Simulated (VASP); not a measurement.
# InAs (Fm-3m) in VASP: settings compared, part 2 of 2

VASP 6.6.1.

**3. Single point, PBEsol**

This run uses another cell than the first one, of 22.63 Å³/atom, 1.028 times its volume.

File INCAR:

```
  PREC = Accurate
  ENCUT = 520
  EDIFF = 1E-6
  ISMEAR = -1
  SIGMA = 0.1
  LREAL = False
  LASPH = True
  NELM = 100
  ALGO = Normal
  ISIF = 2
  LWAVE = False
  LCHARG = False
  GGA = PS
  NBANDS = 16
```

File KPOINTS:

```
Automatic mesh
0
Gamma
  6 6 6
```

File POSCAR:

```
InAs
1.0
    0.0000000000      2.8286114266      2.8286114266
    2.8286114266      0.0000000000      2.8286114266
    2.8286114266      2.8286114266      0.0000000000
In As
1 1
Direct
    0.5000000000      0.5000000000      0.5000000000
    0.0000000000      0.0000000000      0.0000000000
```

Potentials or basis: VASP PAW PBE potentials, release 64 (In_d, As).

On the command line:

```
cat potpaw_PBE.64/In_d/POTCAR potpaw_PBE.64/As/POTCAR > POTCAR
mpirun -np 1 vasp_std > vasp.out
```

OUTCAR:

```text
PREC = Accurate
   ENCUT = 520
   EDIFF = 1E-6
   ISMEAR = -1
   LREAL = False
   LASPH = True
   NELM = 100
   ISIF = 2
   GGA = PS

 ion  position               nearest neighbor table
   1  0.500  0.500  0.500-   2 2.83   2 2.83   2 2.83   2 2.83   2 2.83   2 2.83
   2  0.000  0.000  0.000-   1 2.83   1 2.83   1 2.83   1 2.83   1 2.83   1 2.83

  LATTYP: Found a face centered cubic cell.
 ALAT       =     5.6572228532

  Lattice vectors:

 A1 = (   0.0000000000,   2.8286114266,   2.8286114266)
 A2 = (   2.8286114266,   0.0000000000,   2.8286114266)
 A3 = (   2.8286114266,   2.8286114266,   0.0000000000)

Analysis of symmetry for initial positions (statically):
=====================================================================
 Subroutine PRICEL returns:
 Original cell was already a primitive cell.

 Routine SETGRP: Setting up the symmetry group for a
 face centered cubic supercell.

 Subroutine GETGRP returns: Found 48 space group operations
 (whereof 48 operations were pure point group operations)
 out of a pool of 48 trial point group operations.

The static configuration has the point symmetry O_h .
[... 149 lines left out ...]

  energy without entropy =       -8.22278760  energy(sigma->0) =       -8.24019075

 E-fermi :   6.4215     XC(G=0): -10.4824

 val. band max:        6.3955260235   @ k =   0.3333   0.0000   0.0000
 cond. band min:       6.5695017880   @ k =   0.5000   0.0000   0.0000
 fundamental gap:      0.1739757645
 Fermi energy:         6.4215086707

 k-point     1 :       0.0000    0.0000    0.0000
  band No.  band energies     occupation
      1      -7.9361      2.00000
      2      -7.9361      2.00000
      3      -7.9121      2.00000
      4      -7.9121      2.00000
      5      -7.9121      2.00000
      6      -6.1097      2.00000
[... 281 lines left out ...]
      3      -7.9262      2.00000
      4      -7.8556      2.00000
      5      -7.8166      2.00000
      6      -3.2332      2.00000
[... 8 lines left out ...]
     15      18.3271      0.00000
     16      20.9360      0.00000

------------------------ aborting loop because EDIFF is reached ----------------------------------------

  FORCE on cell =-STRESS in cart. coord.  units (eV):
  Direction    XX          YY          ZZ          XY          YZ          ZX
  --------------------------------------------------------------------------------------
  -------------------------------------------------------------------------------------
  Total        0.0618270      0.0618270      0.0618270     -0.0000000      0.0000000      0.0000000
  in kB        2.1884609      2.1884609      2.1884609     -0.0000000      0.0000000      0.0000000
  external PRESSURE =       2.1884609 kB  Pullay stress =       0.0000000 kB

 VOLUME and BASIS-vectors are now :
 -----------------------------------------------------------------------------
  energy-cutoff  :      520.00
  volume of cell :       45.26
      direct lattice vectors                 reciprocal lattice vectors
     0.000000000  2.828611427  2.828611427    -0.176765177  0.176765177  0.176765177
     2.828611427  0.000000000  2.828611427     0.176765177 -0.176765177  0.176765177
     2.828611427  2.828611427  0.000000000     0.176765177  0.176765177 -0.176765177

 POSITION                                       TOTAL-FORCE (eV/Angst)
 -----------------------------------------------------------------------------------
      2.82861      2.82861      2.82861         0.000000      0.000000      0.000000
      0.00000      0.00000      0.00000         0.000000      0.000000     -0.000000
 -----------------------------------------------------------------------------------
    total drift:                                0.000000      0.000000      0.000000

  FREE ENERGIE OF THE ION-ELECTRON SYSTEM (eV)
  ---------------------------------------------------
  free  energy   TOTEN  =        -8.2575938858 eV

  energy  without entropy=       -8.2227876049  energy(sigma->0) =       -8.24019075
```

Wall time 9 s (1 thread of AMD EPYC 9R45 (Zen 5), shared host); peak memory 0.14 GiB.

What came out:

| Item | Value |
| --- | --- |
| Free energy | -8.2576 eV |
| Pressure | 0.2 GPa |
| Band gap on the k mesh | zero (band 9 reaches 6.77 eV, above the bottom of band 10 at 3.96 eV) |

Caveat: the PAW data sets were made with another functional, which shifts forces and pressure a little; spin-orbit coupling is left out, which moves the levels of the heavy elements.

**4. Single point, BLYP+D3(BJ)**

This run uses another cell than the first one, of 23.20 Å³/atom, 1.053 times its volume.

File INCAR:

```
SYSTEM = InAs
PREC = Accurate ; ENCUT = 520
EDIFF = 1E-6 ; ISMEAR = -1
SIGMA = 0.1 ; LREAL = .FALSE.
LASPH = .TRUE. ; NELM = 60
ALGO = Normal ; ISIF = 2
LWAVE = .FALSE. ; LCHARG = .TRUE.
GGA = B5 ; ALDAX = 1.0
AGGAX = 1.0 ; AGGAC = 1.0
ALDAC = 0.0 ; IVDW = 12
VDW_S6 = 1.0 ; VDW_S8 = 2.6996
VDW_A1 = 0.4298 ; VDW_A2 = 4.2359
LELF = .TRUE. ; LVHAR = .TRUE.
NBANDS = 16
```

File KPOINTS:

```
Automatic mesh
0
G
  6 6 6
  0 0 0
```

File POSCAR:

```
InAs
1.0
    0.0000000000      2.8519544463      2.8519544463
    2.8519544463      0.0000000000      2.8519544463
    2.8519544463      2.8519544463      0.0000000000
In As
1 1
Direct
    0.5000000000      0.5000000000      0.5000000000
    0.0000000000      0.0000000000      0.0000000000
```

On the command line:

```
cat potpaw_PBE.64/In_d/POTCAR potpaw_PBE.64/As/POTCAR > POTCAR
mpirun -np 1 vasp_std > vasp.out
```

Wall time 23 s (1 thread of AMD EPYC 9R45 (Zen 5), shared host); peak memory 0.15 GiB.

The run converged. Its results:

* Free energy: -7.6918 eV
* Pressure: 0.2 GPa
* Band gap on the k mesh: zero (band 9 reaches 7.04 eV, above the bottom of band 10 at 4.40 eV)
* Dispersion energy per atom: -0.908 eV

Levels at points of the mesh, in eV from the Fermi level:
| k point | band 6 | band 7 | band 8 | band 9 | band 10 | band 11 | band 12 | band 13 |
| --- | --- | --- | --- | --- | --- | --- | --- | --- |
| (0.00, 0.00, 0.00) | -12.33 | -0.66 | -0.31 | -0.31 | -0.31 | 7.42 | 7.42 | 7.42 |
| (0.50, 0.00, 0.00) | -10.62 | -6.68 | 0.14 | 0.14 | 2.28 | 3.27 | 3.27 | 4.44 |
| (0.50, 0.50, 0.00) | -9.70 | -4.78 | -3.08 | -2.33 | -2.33 | 4.18 | 9.24 | 9.24 |

Caveat: the PAW data sets were made with another functional, which shifts forces and pressure a little; spin-orbit coupling is left out, which moves the levels of the heavy elements; pairwise dispersion overbinds metals, which lowers pressure and volume.

**5. Relaxation of cell and atoms, LDA**

This run uses another cell than the first one, of 23.82 Å³/atom, 1.082 times its volume.

File INCAR:

```
  PREC = Accurate
  ENCUT = 600
  EDIFF = 1E-6
  ISMEAR = -1
  SIGMA = 0.1
  LREAL = False
  LASPH = True
  NELM = 60
  ALGO = Normal
  ISIF = 3
  LWAVE = False
  LCHARG = False
  GGA = CA
  IBRION = 2
  NSW = 80
  EDIFFG = -0.01
```

File KPOINTS:

```
Automatic mesh
0
Gamma
  6 6 6
```

File POSCAR:

```
InAs
1.0
    0.0000000000      2.8773040000      2.8773040000
    2.8773040000      0.0000000000      2.8773040000
    2.8773040000      2.8773040000      0.0000000000
In As
1 1
Direct
    0.5000000000      0.5000000000      0.5000000000
    0.0000000000      0.0000000000      0.0000000000
```

Potentials or basis: VASP PAW LDA potentials, release 64 (In_d, As).

On the command line:

```
cat potpaw_LDA.64/In_d/POTCAR potpaw_LDA.64/As/POTCAR > POTCAR
mpirun -np 1 vasp_std > vasp.out
```

It took 26 s on 1 thread of AMD EPYC 9R45 (Zen 5), shared host; peak memory 0.15 GiB.

The run converged. Its results:

| Quantity | Value |
| --- | --- |
| Free energy | -8.8064 eV |
| Relaxed volume | 22.06 Å³/atom |
| Relaxed cell | a = 3.966 Å, b = 3.966 Å, c = 3.966 Å, α = 60.00°, β = 60.00°, γ = 60.00° |
| Space group after relaxing (to 0.05 Å) | Fm-3m (No. 225) |
| Energy gained by relaxing | 28.6 meV/atom |
| Ionic steps | 3 |
| Pressure after relaxing | 0.1 GPa |
| Band gap on the k mesh | zero (band 9 reaches 7.08 eV, above the bottom of band 10 at 4.17 eV) |

The path:
```tsv
step	energy change (eV)	largest force (eV/Å)	pressure (GPa)	volume (Å³)
1	0.0000	0.0000	-4.73	47.64
2	-0.0490	0.0000	2.25	42.96
3	-0.0572	0.0000	0.07	44.12
```

Final structure:
```yaml
crystal:
  lattice:
    - [0.00000, 2.80458, 2.80458]
    - [2.80458, 0.00000, 2.80458]
    - [2.80458, 2.80458, 0.00000]
  atoms:
    - { symbol: In, position: [0.50000, 0.50000, 0.50000] }
    - { symbol: As, position: [0.00000, 0.00000, 0.00000] }
```

Levels at points of the mesh, in eV from the Fermi level:
```tsv
k point	band 5	band 6	band 7	band 8	band 9	band 10	band 11	band 12	band 13
(0.00, 0.00, 0.00)	-14.39	-12.73	-0.34	-0.31	-0.31	-0.31	7.24	7.24	7.24
(0.50, 0.00, 0.00)	-14.32	-10.81	-7.03	0.16	0.16	2.06	3.17	3.17	4.75
(0.50, 0.50, 0.00)	-14.29	-9.71	-5.23	-3.06	-2.54	-2.54	3.72	9.62	9.62
```

Caveat: spin-orbit coupling is left out, which moves the levels of the heavy elements.

**6. The runs side by side**

```tsv
task	level	potentials or basis	cell	cutoff (eV)	gap on the mesh (eV)	pressure (GPa)
single point	LDA	VASP PAW LDA potentials, release 64 (In_d, As)	a = 3.964 Å, angles 60.0°, 2 atoms	520	none	0.1
single point	PBEsol	VASP PAW PBE potentials, release 64 (In_d, As)	a = 4.000 Å, angles 60.0°, 2 atoms	520	none	0.2
single point	BLYP+D3(BJ)	VASP PAW PBE potentials, release 64 (In_d, As)	a = 4.033 Å, angles 60.0°, 2 atoms	520	none	0.2
relaxation of cell and atoms	LDA	VASP PAW LDA potentials, release 64 (In_d, As)	relaxed from a = 4.069 Å, angles 60.0°, 2 atoms	600	none	0.1
```

Alike in all rows: no spin polarisation; k mesh 6 × 6 × 6; smearing fermi-dirac 0.1 eV.

Caveats: spin-orbit coupling is left out, which moves the levels of the heavy elements; the PAW data sets were made with another functional, which shifts forces and pressure a little (some runs); pairwise dispersion overbinds metals, which lowers pressure and volume (some runs).

Total energies depend on the potentials used, so only differences within one code and one set of settings carry meaning.
